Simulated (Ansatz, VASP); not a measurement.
# NaMg6Sb in VASP and in Ansatz

INCAR

```
SYSTEM = NaMg6Sb
  ALGO = Normal
  EDIFF = 1E-7
  ENCUT = 520
  GGA = PE
  ISIF = 2
  ISMEAR = -1
  LASPH = .TRUE.
  LCHARG = .FALSE.
  LREAL = .FALSE.
  LWAVE = .FALSE.
  NBANDS = 22
  NELM = 60
  PREC = Accurate
  SIGMA = 0.05
```

KPOINTS

```
k-points
0
G
  5 5 5
  0 0 0
```

File POSCAR:

```
NaMg6Sb
1.0
    5.2013172241      0.0000000000      0.0000000000
    0.0000000000      3.1338985476      5.6405017500
    0.0000000000     -3.1338985476      5.6405017500
Sb Mg Na
1 6 1
Direct
    0.0000000000      0.6657290000      0.6657290000
    0.5000000000      0.8362990000      0.8362990000
    0.5000000000      0.3357240000      0.3357240000
    0.5000000000      0.3305960000      0.8318680000
    0.5000000000      0.8318680000      0.3305960000
    0.0000000000      0.1680800000      0.6645300000
    0.0000000000      0.6645300000      0.1680800000
    0.0000000000      0.1671700000      0.1671700000
```

File input.yaml:

```yaml
crystal:
  lattice:
    - [5.2013172241, 0.0, 0.0]
    - [0.0, 3.1338985476, 5.64050175]
    - [0.0, -3.1338985476, 5.64050175]
  atoms:
    - { symbol: Sb, position: [0.0, 0.665729, 0.665729] }
    - { symbol: Mg, position: [0.5, 0.836299, 0.836299] }
    - { symbol: Mg, position: [0.5, 0.335724, 0.335724] }
    - { symbol: Mg, position: [0.5, 0.330596, 0.831868] }
    - { symbol: Mg, position: [0.5, 0.831868, 0.330596] }
    - { symbol: Mg, position: [0.0, 0.16808, 0.66453] }
    - { symbol: Mg, position: [0.0, 0.66453, 0.16808] }
    - { symbol: Na, position: [0.0, 0.16717, 0.16717] }
hamiltonian:
  xc: pbe
  pseudopotentials: { kind: paw }
kpoints:
  mp_grid: { grid: [5, 5, 5] }
scf:
  occupations: { method: fermi_dirac, width: 0.05 }
output:
  forces: true
  stress: true
  eigenvalues: true
```

Alike in both runs: task single point; functional PBE; k mesh 5 × 5 × 5; occupations fermi-dirac, width 0.05 eV; no spin polarisation.

```csv
,VASP,Ansatz
version,VASP 6.6.1,Ansatz 0.2.0
potentials or method,"VASP PAW PBE potentials, release 64 (Sb, Mg, Na_pv)",Ansatz PAW
plane-wave cutoff (eV),520,420
valence electrons in the cell,24,84
```

|  | VASP | Ansatz | Ansatz less VASP |
| --- | --- | --- | --- |
| gap on the k mesh at the Fermi level (eV) | none | none | - |
| pressure (GPa) | 1.3 | 1.4 | +0.06 |
| traceless stress, the component that is largest in VASP (GPa) | -1.45 | -1.45 | +0.004 |
| rms of the force components (eV/Å) | 0.054 | 0.053 | -0.0010 |

Atom by atom the forces differ by 0.001 eV/Å (rms over components). A gap of «none» marks a metal or a gap that the smearing closes. The functional is the same, so the differences come from potentials, cutoffs and numerics. VASP's potentials hold 24 valence electrons a cell and Ansatz's 84, so a difference there can come from the potentials and not from the codes.

Neither program's run includes spin-orbit coupling.
